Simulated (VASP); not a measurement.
A run of VASP 6.6.1:

Contents of INCAR:

```
  PREC = Accurate
  ENCUT = 520
  EDIFF = 1E-6
  ISMEAR = 0
  SIGMA = 0.05
  LREAL = False
  LASPH = True
  NELM = 80
  ALGO = Normal
  ISIF = 2
  LWAVE = False
  LCHARG = False
  GGA = PE
  NBANDS = 16
```

KPOINTS

```
Automatic mesh
0
Gamma
  9 9 6
```

POSCAR

```
MgS
1.0
    4.0346224068      0.0000000000      0.0000000000
   -2.0173112034      3.4940854990      0.0000000000
    0.0000000000      0.0000000000      6.4322941800
Mg S
2 2
Direct
    0.6666666700      0.3333333300      0.4957548500
    0.3333333300      0.6666666700      0.9957548500
    0.3333333300      0.6666666700      0.3792441500
    0.6666666700      0.3333333300      0.8792441500
```

Potentials or basis: VASP PAW PBE potentials, release 64 (Mg, S).

The run is started by

```console
$ cat potpaw_PBE.64/Mg/POTCAR potpaw_PBE.64/S/POTCAR > POTCAR
$ mpirun -np 1 vasp_std > vasp.out
```

Hardware: 1 thread of AMD EPYC 9R45 96-Core Processor (Zen 5), with other jobs on the host.

**Question.** How long does it take, and how much memory?

**Answer.** Run time: 29 s on 1 thread of AMD EPYC 9R45 96-Core Processor (Zen 5), with other jobs on the host, peak memory 0.19 GiB. Counts: scf iterations 13, k points 48.
